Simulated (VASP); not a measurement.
# CuI (Marshite) (F-43m) in VASP: a series of runs

CuI (Marshite) is run at these levels: PBE; tasks: single point.

All numbers are computed with VASP 6.6.1; they aren't measurements. Logs are shortened: lines on timing, memory, paths and dates and some standing lists are left out, and cuts for length are marked.

## 1. The cell of the first run

Symmetry: F-43m, No. 216, cubic system. Conventional cell: a = 6.274 Å, b = 6.274 Å, c = 6.274 Å, α = 90.00°, β = 90.00°, γ = 90.00°. Cu (site symmetry -43m) has 4 I at 2.72 Å within 3.6 Å. Within 3.6 Å of I (site symmetry -43m) lie 4 Cu at 2.72 Å.

## 2. Single point, PBE (volume scaled by 1.10)

INCAR reads:

```
SYSTEM = CuI
PREC = Accurate ; ENCUT = 520
EDIFF = 1E-6 ; ISMEAR = 0
SIGMA = 0.02 ; LREAL = .False.
LASPH = .True. ; NELM = 60
ALGO = Normal ; ISIF = 2
LWAVE = .False. ; LCHARG = .False.
GGA = PE ; NBANDS = 16
```

KPOINTS reads:

```
Automatic mesh
0
Gamma
  8 8 8
  0 0 0
```

POSCAR reads:

```
CuI
1.0
    0.0000000000      3.1371027892      3.1371027892
    3.1371027892      0.0000000000      3.1371027892
    3.1371027892      3.1371027892      0.0000000000
Cu I
1 1
Direct
    0.2500000000      0.2500000000      0.2500000000
    0.0000000000      0.0000000000      0.0000000000
```

Potentials or basis: VASP PAW PBE potentials, release 64 (Cu, I).

Command:

```sh
$ cat potpaw_PBE.64/Cu/POTCAR potpaw_PBE.64/I/POTCAR > POTCAR
$ mpirun -np 1 vasp_std > vasp.out
```

OUTCAR:

```text
SYSTEM = CuI
   PREC = Accurate
   ENCUT = 520
   EDIFF = 1E-6
   ISMEAR = 0
   LREAL = .False.
   LASPH = .True.
   NELM = 60
   ISIF = 2
   GGA = PE

 ion  position               nearest neighbor table
   1  0.250  0.250  0.250-   2 2.72   2 2.72   2 2.72   2 2.72
   2  0.000  0.000  0.000-   1 2.72   1 2.72   1 2.72   1 2.72

  LATTYP: Found a face centered cubic cell.
 ALAT       =     6.2742055784

  Lattice vectors:

 A1 = (   0.0000000000,   3.1371027892,   3.1371027892)
 A2 = (   3.1371027892,   0.0000000000,   3.1371027892)
 A3 = (   3.1371027892,   3.1371027892,   0.0000000000)

Analysis of symmetry for initial positions (statically):
=====================================================================
 Subroutine PRICEL returns:
 Original cell was already a primitive cell.

 Routine SETGRP: Setting up the symmetry group for a
 face centered cubic supercell.

 Subroutine GETGRP returns: Found 24 space group operations
 (whereof 24 operations were pure point group operations)
 out of a pool of 48 trial point group operations.

The static configuration has the point symmetry T_d .

Analysis of symmetry for dynamics (positions and initial velocities):
=====================================================================
 Subroutine PRICEL returns:
 Original cell was already a primitive cell.

 Routine SETGRP: Setting up the symmetry group for a
 face centered cubic supercell.

 Subroutine GETGRP returns: Found 24 space group operations
 (whereof 24 operations were pure point group operations)
 out of a pool of 48 trial point group operations.

The dynamic configuration has the point symmetry T_d .

 Subroutine INISYM returns: Found 24 space group operations
 (whereof 24 operations are pure point group operations),
 and found     1 'primitive' translations

----------------------------------------------------------------------------------------

                                     Primitive cell

  volume of cell :      61.7471

  direct lattice vectors                    reciprocal lattice vectors
     0.000000000  3.137102789  3.137102789    -0.159382728  0.159382728  0.159382728
     3.137102789  0.000000000  3.137102789     0.159382728 -0.159382728  0.159382728
     3.137102789  3.137102789  0.000000000     0.159382728  0.159382728 -0.159382728

  length of vectors
     4.436533311  4.436533311  4.436533311     0.276058982  0.276058982  0.276058982

  position of ions in fractional coordinates (direct lattice)
     0.250000000  0.250000000  0.250000000
     0.000000000  0.000000000  0.000000000

  ion indices of the primitive-cell ions
   primitive index   ion index
                 1           1
                 2           2

----------------------------------------------------------------------------------------

 KPOINTS: Automatic mesh

Automatic generation of k-mesh.
 Grid dimensions read from file:
 generate k-points for:    8    8    8

 Generating k-lattice:

  Cartesian coordinates                     Fractional coordinates (reciprocal lattice)
    -0.019922841  0.019922841  0.019922841     0.125000000  0.000000000  0.000000000
     0.019922841 -0.019922841  0.019922841     0.000000000  0.125000000  0.000000000
     0.019922841  0.019922841 -0.019922841     0.000000000  0.000000000  0.125000000

  Length of vectors
     0.034507373  0.034507373  0.034507373

  Shift w.r.t. Gamma in fractional coordinates (k-lattice)
     0.000000000  0.000000000  0.000000000

 Subroutine IBZKPT returns following result:
 ===========================================

 Found     29 irreducible k-points:

 Following reciprocal coordinates:
            Coordinates               Weight
  0.000000  0.000000  0.000000      1.000000
  0.125000  0.000000  0.000000      8.000000
  0.250000  0.000000  0.000000      8.000000
  0.375000  0.000000  0.000000      8.000000
  0.500000  0.000000  0.000000      4.000000
  0.125000  0.125000  0.000000      6.000000
[... 16 lines left out ...]
  0.500000  0.250000  0.125000     48.000000
 -0.375000  0.250000  0.125000     24.000000
 [... further k-points ...]
   k-points           NKPTS =     29   k-points in BZ     NKDIM =     29   number of bands    NBANDS=     16
   number of dos      NEDOS =    301   number of ions     NIONS =      2
   total plane-waves  NPLWV =  46656
   dimension x,y,z NGX =    36 NGY =   36 NGZ =   36
   dimension x,y,z NGXF=    72 NGYF=   72 NGZF=   72
   ions per type =               1   1
   NGX,Y,Z   is equivalent  to a cutoff of  13.49, 13.49, 13.49 a.u.
   NGXF,Y,Z  is equivalent  to a cutoff of  26.98, 26.98, 26.98 a.u.
 SYSTEM =  CuI
   PREC   = accura    normal or accurate (medium, high low for compatibility)
   ISTART =      0    job   : 0-new  1-cont  2-samecut
   ICHARG =      2    charge: 1-file 2-atom 10-const
   ISPIN  =      1    spin polarized calculation?
   LNONCOLLINEAR =      F non collinear calculations
   LSORBIT =      F    spin-orbit coupling
   LASPH  =      T    aspherical Exc in radial PAW
   ENCUT  =  520.0 eV  38.22 Ry    6.18 a.u.   8.25  8.25  8.25*2*pi/ulx,y,z
   NELM   =     60;   NELMIN=  2; NELMDL= -5     # of ELM steps
   EDIFF  = 0.1E-05   stopping-criterion for ELM
   LREAL  =      F    real-space projection
   EDIFFG = 0.1E-04   stopping-criterion for IOM
   NSW    =      0    number of steps for IOM
   IBRION =     -1    ionic relax: 0-MD 1-quasi-New 2-CG
   NFREE  =      0    steps in history (QN), initial steepest desc. (CG)
   ISIF   =      2    stress and relaxation
   ISYM   =      2    0-nonsym 1-usesym 2-fastsym
   POTIM  = 0.5000    time-step for ionic-motion
   TEBEG  =    0.0;   TEEND  =   0.0 temperature during run
   PSTRESS=    0.0 pullay stress
   NELECT =      18.0000    total number of electrons
   NUPDOWN=      -1.0000    fix difference up-down
   EMIN   =  10.00;   EMAX   =-10.00  energy-range for DOS
   EFERMI =   0.00;   METHOD = LEGACY
   ISMEAR =     0;   SIGMA  =   0.02  broadening in eV -4-tet -1-fermi 0-gaus
   EFERMI_NEDOS =   21; number of points for ismear=-14 and -15
   IALGO  =     38    algorithm
   IMIX   =      4    mixing-type and parameters
     AMIX     =   0.40;   BMIX     =  1.00
     AMIX_MAG =   1.60;   BMIX_MAG =  1.00
  volume/ion in A,a.u.               =      30.87       208.34
  Fermi-wavevector in a.u.,A,eV,Ry     =   1.085493  2.051284 16.031669  1.178294
  Thomas-Fermi vector in A             =   2.221608
   LORBIT       =      0    0 simple, 1 ext, 2 COOP (PROOUT), +10 PAW based schemes
   GGA     = PE    functional components
   LHFCALC =     F    Hartree Fock is set to
   AEXX    =    0.0000 exact exchange contribution
   IVDW    =     0    specifies the selected vdW correction
   LEPSILON=     F    determine dielectric tensor
   LRPA    =     F    only Hartree local field effects (RPA)
 non-spin polarized calculation
 Gauss-broadening in eV      SIGMA  =   0.02
  energy-cutoff  :      520.00
  volume of cell :       61.75
 maximum number of plane-waves:      1687
 NGX is ok and might be reduce to    36
   NGX = 17   NGY = 17   NGZ = 17

 number of electron      17.9999987 magnetization

 Free energy of the ion-electron system (eV)
  ---------------------------------------------------
  ext. energy  EPLUGINS =         0.00000000
  ---------------------------------------------------
  free energy    TOTEN  =        -5.50891012 eV

  energy without entropy =       -5.50891012  energy(sigma->0) =       -5.50891012

 E-fermi :   3.5196     XC(G=0):  -8.4676

 val. band max:        3.3850134413   @ k =   0.0000   0.0000   0.0000
 cond. band min:       4.2830706239   @ k =   0.0000   0.0000   0.0000
 fundamental gap:      0.8980571826
 Fermi energy:         3.5196154404

 k-point     1 :       0.0000    0.0000    0.0000
  band No.  band energies     occupation
      1     -10.1322      2.00000
      2       0.1690      2.00000
      3       0.1690      2.00000
      4       0.1690      2.00000
      5       1.9144      2.00000
      6       1.9144      2.00000
[... 8 lines left out ...]
     15      12.7788      0.00000
     16      12.7788      0.00000

 k-point     2 :       0.1250    0.0000    0.0000
  band No.  band energies     occupation
      1     -10.0761      2.00000
      2      -0.1193      2.00000
      3       0.1710      2.00000
      4       0.1710      2.00000
      5       1.9098      2.00000
      6       1.9098      2.00000
[... 8 lines left out ...]
     15      12.2130      0.00000
     16      12.2130      0.00000

 k-point     3 :       0.2500    0.0000    0.0000
  band No.  band energies     occupation
      1      -9.9342      2.00000
      2      -0.7705      2.00000
      3       0.1733      2.00000
      4       0.1733      2.00000
      5       1.9080      2.00000
      6       1.9080      2.00000
[... 8 lines left out ...]
     15      12.0200      0.00000
     16      12.2599      0.00000

 k-point     4 :       0.3750    0.0000    0.0000
  band No.  band energies     occupation
      1      -9.7816      2.00000
      2      -1.3680      2.00000
      3       0.1720      2.00000
      4       0.1720      2.00000
      5       1.9241      2.00000
      6       1.9241      2.00000
[... 8 lines left out ...]
     15      12.8368      0.00000
     16      12.8368      0.00000
[... 324 lines left out ...]
 k-point    22 :       0.3750    0.2500    0.1250
  band No.  band energies     occupation
      1      -9.8252      2.00000
      2      -0.9594      2.00000
      3      -0.0478      2.00000
      4       0.1496      2.00000
      5       1.8601      2.00000
      6       1.9457      2.00000
[... 8 lines left out ...]
     15      13.3913      0.00000
     16      14.3774      0.00000

 k-point    23 :       0.5000    0.2500    0.1250
  band No.  band energies     occupation
      1      -9.6995      2.00000
      2      -1.2604      2.00000
      3      -0.2496      2.00000
      4       0.1289      2.00000
      5       1.8783      2.00000
      6       1.9283      2.00000
[... 8 lines left out ...]
     15      13.7231      0.00000
     16      14.5917      0.00000

 k-point    24 :      -0.3750    0.2500    0.1250
  band No.  band energies     occupation
      1      -9.6452      2.00000
      2      -1.3843      2.00000
      3      -0.3361      2.00000
      4       0.1138      2.00000
      5       1.8644      2.00000
      6       1.9254      2.00000
[... 8 lines left out ...]
     15      13.8734      0.00000
     16      14.3690      0.00000

 [... further k-points ...]

------------------------ aborting loop because EDIFF is reached ----------------------------------------

  FORCE on cell =-STRESS in cart. coord.  units (eV):
  Direction    XX          YY          ZZ          XY          YZ          ZX
  --------------------------------------------------------------------------------------
  -------------------------------------------------------------------------------------
  Total       -1.1101666     -1.1101666     -1.1101666      0.0000000      0.0000000      0.0000000
  in kB      -28.8059690    -28.8059690    -28.8059690      0.0000000      0.0000000      0.0000000
  external PRESSURE =     -28.8059690 kB  Pullay stress =       0.0000000 kB

 VOLUME and BASIS-vectors are now :
 -----------------------------------------------------------------------------
  energy-cutoff  :      520.00
  volume of cell :       61.75
      direct lattice vectors                 reciprocal lattice vectors
     0.000000000  3.137102789  3.137102789    -0.159382728  0.159382728  0.159382728
     3.137102789  0.000000000  3.137102789     0.159382728 -0.159382728  0.159382728
     3.137102789  3.137102789  0.000000000     0.159382728  0.159382728 -0.159382728

 POSITION                                       TOTAL-FORCE (eV/Angst)
 -----------------------------------------------------------------------------------
      1.56855      1.56855      1.56855         0.000000     -0.000000      0.000000
      0.00000      0.00000      0.00000        -0.000000      0.000000     -0.000000
 -----------------------------------------------------------------------------------
    total drift:                                0.000001      0.000001      0.000001

  FREE ENERGIE OF THE ION-ELECTRON SYSTEM (eV)
  ---------------------------------------------------
  free  energy   TOTEN  =        -5.5089101226 eV

  energy  without entropy=       -5.5089101226  energy(sigma->0) =       -5.50891012
```

It took 27 s on 1 thread of Intel Xeon Platinum 8259CL at 2.50GHz (Skylake/Cascade Lake), shared host; peak memory 0.21 GiB.

What came out:

```yaml
Free_energy: -5.5089 eV
Pressure: -2.9 GPa
Band_gap_on_the_k_mesh: 0.90 eV, direct
```

Levels at points of the mesh, in eV from the valence-band top:
| k point | band 7 | band 8 | band 9 | band 10 | band 11 | band 12 |
| --- | --- | --- | --- | --- | --- | --- |
| (0.00, 0.00, 0.00) | 0.00 | 0.00 | 0.00 | 0.90 | 4.97 | 4.97 |
| (0.50, 0.00, 0.00) | -1.41 | -0.56 | -0.56 | 2.07 | 5.46 | 5.46 |
| (0.50, 0.50, 0.00) | -1.40 | -1.18 | -1.18 | 2.92 | 2.92 | 8.54 |

Caveat: the cell differs from its parent crystal (volume scaled by 1.10); spin-orbit coupling is left out, which moves the levels of the heavy elements.

## 3. Single point, PBE

This run uses another cell than the first one, of 28.07 Å³/atom, 0.909 times its volume.

INCAR reads:

```
SYSTEM = CuI
ALGO = Normal ; EDIFF = 1E-6
ENCUT = 520 ; GGA = PE
ISIF = 2 ; ISMEAR = 0
LASPH = .TRUE. ; LCHARG = .FALSE.
LREAL = .FALSE. ; LWAVE = .FALSE.
NBANDS = 16 ; NELM = 100
PREC = Accurate ; SIGMA = 0.02
```

KPOINTS reads:

```
k-points
0
G
  8 8 8
  0 0 0
```

POSCAR reads:

```
CuI
1.0
    0.0000000000      3.0390034065      3.0390034065
    3.0390034065      0.0000000000      3.0390034065
    3.0390034065      3.0390034065      0.0000000000
Cu I
1 1
Direct
    0.2500000000      0.2500000000      0.2500000000
    0.0000000000      0.0000000000      0.0000000000
```

Potentials or basis: VASP PAW PBE potentials, release 64 (Cu, I).

Command:

```sh
$ cat potpaw_PBE.64/Cu/POTCAR potpaw_PBE.64/I/POTCAR > POTCAR
$ mpirun -np 1 vasp_std > vasp.out
```

Wall time 9.9 s (1 thread of Intel Xeon 6975P-C (Granite Rapids), shared host); peak memory 0.18 GiB.

The run converged. Its results:

```yaml
Free_energy: -5.5626 eV
Pressure: 0.0 GPa
Band_gap_on_the_k_mesh: 1.12 eV, direct
```

Levels at points of the mesh, in eV from the valence-band top:
```
           k point  band 6  band 7  band 8  band 9  band 10  band 11  band 12  band 13
(0.00, 0.00, 0.00)   -1.82    0.00    0.00    0.00     1.12     4.88     4.88     4.88
(0.50, 0.00, 0.00)   -1.79   -1.75   -0.70   -0.70     2.15     5.41     5.41     7.39
(0.50, 0.50, 0.00)   -1.76   -1.73   -1.47   -1.47     2.73     2.91     9.14     9.72
```

Caveat: spin-orbit coupling is left out, which moves the levels of the heavy elements.
